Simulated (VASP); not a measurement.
# Ti (Fm-3m) in VASP: further runs, part 2 of 2

VASP 6.6.1.

## 4. Relaxation of cell and atoms, PBE, target pressure 16 GPa, at which the enthalpy is minimised

INCAR

```
SYSTEM = Ti
PREC = Accurate ; ENCUT = 600
EDIFF = 1E-6 ; ISMEAR = -1
SIGMA = 0.1 ; LREAL = .FALSE.
LASPH = .TRUE. ; NELM = 80
ALGO = Normal ; ISIF = 3
LWAVE = .FALSE. ; LCHARG = .FALSE.
GGA = PE ; IBRION = 2
NSW = 32 ; EDIFFG = -0.005
PSTRESS = 160.0
```

KPOINTS

```
regular mesh
0
G
  17 17 17
  0 0 0
```

POSCAR

```
Ti
1.0
    0.0000000000      1.9757489225      1.9757489225
    1.9757489225      0.0000000000      1.9757489225
    1.9757489225      1.9757489225      0.0000000000
Ti
1
Direct
    0.0000000000      0.0000000000      0.0000000000
```

Potentials or basis: VASP PAW PBE potentials, release 64 (Ti_sv).

The run is started by

```bash
$ cat potpaw_PBE.64/Ti_sv/POTCAR > POTCAR
$ mpirun -np 1 vasp_std > vasp.out
```

OUTCAR:

```text
SYSTEM = Ti
   PREC = Accurate
   ENCUT = 600
   EDIFF = 1E-6
   ISMEAR = -1
   LREAL = .FALSE.
   LASPH = .TRUE.
   NELM = 80
   ISIF = 3
   GGA = PE
   IBRION = 2
   NSW = 32
   EDIFFG = -0.005
   PSTRESS = 160.0

 ion  position               nearest neighbor table
   1  0.000  0.000  0.000-

  LATTYP: Found a face centered cubic cell.
 ALAT       =     3.9514978450

  Lattice vectors:

 A1 = (   0.0000000000,   1.9757489225,   1.9757489225)
 A2 = (   1.9757489225,   0.0000000000,   1.9757489225)
 A3 = (   1.9757489225,   1.9757489225,   0.0000000000)

Analysis of symmetry for initial positions (statically):
=====================================================================
 Subroutine PRICEL returns:
 Original cell was already a primitive cell.

 Routine SETGRP: Setting up the symmetry group for a
 face centered cubic supercell.

 Subroutine GETGRP returns: Found 48 space group operations
 (whereof 48 operations were pure point group operations)
 out of a pool of 48 trial point group operations.

The static configuration has the point symmetry O_h .

Analysis of symmetry for dynamics (positions and initial velocities):
=====================================================================
 Subroutine PRICEL returns:
[... 163 lines left out ...]
  Total        1.4946392      1.4946392      1.4946392     -0.0000000     -0.0000000      0.0000000
  in kB      155.2464604    155.2464604    155.2464604     -0.0000000     -0.0000000      0.0000000
  external PRESSURE =      -4.7535396 kB  Pullay stress =     160.0000000 kB
[... 61 lines left out ...]
--------------------------------------- Ionic step        3  -------------------------------------------

 number of electron      11.9999999 magnetization

 Free energy of the ion-electron system (eV)
  ---------------------------------------------------
  ext. energy  EPLUGINS =         0.00000000
  ---------------------------------------------------
  free energy    TOTEN  =        -7.71372586 eV

  energy without entropy =       -7.66484312  energy(sigma->0) =       -7.68928449

 E-fermi :   9.5864     XC(G=0): -12.0831

 val. band max:        9.5767444962   @ k =   0.2941   0.0000   0.0000
 cond. band min:       9.5939458198   @ k =  -0.2941   0.3529   0.0588
 fundamental gap:      0.0172013235
 Fermi energy:         9.5864420875

 k-point     1 :       0.0000    0.0000    0.0000
  band No.  band energies     occupation
      1     -46.9337      2.00000
      2     -22.6217      2.00000
      3     -22.6217      2.00000
      4     -22.6217      2.00000
      5       3.2160      2.00000
      6      10.5249      0.00017
      7      10.5249      0.00017
      8      10.5249      0.00017
      9      12.4489      0.00000
     10      12.4489      0.00000
[... 287 lines left out ...]
 k-point    24 :      -0.1176    0.0588    0.0000
  band No.  band energies     occupation
      1     -46.8941      2.00000
      2     -22.8160      2.00000
      3     -22.6698      2.00000
      4     -22.6367      2.00000
      5       3.9857      2.00000
      6      10.0545      0.01837
      7      10.7787      0.00001
      8      10.7887      0.00001
      9      12.1281      0.00000
     10      12.4868      0.00000

 [... further k-points ...]
[... 5 lines left out ...]
  --------------------------------------------------------------------------------------
  -------------------------------------------------------------------------------------
  Total        1.5363947      1.5363947      1.5363947      0.0000000     -0.0000000      0.0000000
  in kB      160.0800434    160.0800434    160.0800434      0.0000000     -0.0000000      0.0000000
  external PRESSURE =       0.0800434 kB  Pullay stress =     160.0000000 kB
[... 20 lines left out ...]
  energy  without entropy=       -7.6648431234  energy(sigma->0) =       -7.68928449

  enthalpy is  TOTEN    =        -6.1780993943 eV   P V=        1.5356264619

 reached required accuracy - stopping structural energy minimisation
```

OSZICAR:

```text
N       E                     dE             d eps       ncg     rms          rms(c)
DAV:   1     0.831801757472E+02    0.83180E+02   -0.75230E+03  3300   0.165E+03
DAV:   2    -0.394844374461E+01   -0.87129E+02   -0.85792E+02  3398   0.331E+02
DAV:   3    -0.836554430649E+01   -0.44171E+01   -0.43578E+01  4372   0.773E+01
[... 23 lines left out ...]
DAV:   3    -0.771362317742E+01    0.56243E-04   -0.81688E-04  4176   0.245E-01    0.318E-02
DAV:   4    -0.771367758739E+01   -0.54410E-04   -0.12422E-04  4682   0.785E-02    0.195E-02
DAV:   5    -0.771372272591E+01   -0.45139E-04   -0.98242E-05  4510   0.550E-02    0.118E-02
DAV:   6    -0.771372505722E+01   -0.23313E-05   -0.49538E-06  3434   0.231E-02    0.459E-03
DAV:   7    -0.771372585617E+01   -0.79895E-06   -0.26361E-06  3294   0.160E-02
   3 F= -.61780994E+01 E0= -.61536580E+01  d E =-.746551E-04
```

CONTCAR:

```text
Ti
   1.00000000000000
    -0.0000000000000000    1.9737041931430750    1.9737041931430750
     1.9737041931430750   -0.0000000000000000    1.9737041931430750
     1.9737041931430750    1.9737041931430750   -0.0000000000000000
  Ti
     1
Direct
     0.0000000000000000    0.0000000000000000    0.0000000000000000

  0.00000000E+00  0.00000000E+00  0.00000000E+00
```

It took 37 s on 1 thread of Intel Xeon 6975P-C (Granite Rapids), shared host; peak memory 0.16 GiB.

Results:

```
Free energy                                            : -7.7137 eV
Relaxed volume                                         : 15.38 Å³/atom
Relaxed cell                                           : a = 2.791 Å, b = 2.791 Å, c = 2.791 Å, α = 60.00°, β = 60.00°, γ = 60.00°
Space group after relaxing (to 0.05 Å)                 : Fm-3m (No. 225)
Energy change on relaxing (the enthalpy is what falls) : +4.7 meV/atom
Ionic steps                                            : 3
Pressure after relaxing                                : 16.0 GPa
Band gap on the k mesh                                 : zero (band 6 reaches 10.52 eV, above the bottom of band 7 at 9.07 eV)
```

The path:
```csv
step,energy change (eV),largest force (eV/Å),pressure (GPa),volume (Å³)
1,0.0000,0.0000,15.52,15.43
2,0.0102,0.0000,16.54,15.32
3,0.0047,0.0000,16.01,15.38
```

Final structure:
```
Ti
1.0
     0.00000    1.97370    1.97370
     1.97370    0.00000    1.97370
     1.97370    1.97370    0.00000
Ti
1
Direct
  0.00000 0.00000 0.00000
```

Levels at points of the mesh, in eV from the Fermi level:
```tsv
k point	band 3	band 4	band 5	band 6	band 7	band 8	band 9	band 10
(0.00, 0.00, 0.00)	-32.21	-32.21	-6.37	0.94	0.94	0.94	2.86	2.86
```

Caveat: the cell is relaxed towards a set pressure, so the enthalpy falls and the energy may rise.

## 5. Summary

| task | cell | cutoff (eV) | gap on the mesh (eV) | pressure (GPa) |
| --- | --- | --- | --- | --- |
| single point | a = 2.794 Å, angles 60.0°, 1 atom | 520 | none | 15.5 |
| relaxation of cell and atoms | relaxed to 16 GPa from a = 2.793 Å, angles 60.0°, 1 atom | 600 | none | 16.0 |
| relaxation of cell and atoms | relaxed to 16 GPa from a = 2.794 Å, angles 60.0°, 1 atom | 600 | none | 16.0 |

Alike in all rows: level PBE; potentials or basis VASP PAW PBE potentials, release 64 (Ti_sv); no spin polarisation; k mesh 17 × 17 × 17; smearing fermi-dirac 0.1 eV.

Caveats: the cell is relaxed towards a set pressure, so the enthalpy falls and the energy may rise (some runs).

Total energies depend on the potentials used, so only differences within one code and one set of settings carry meaning.
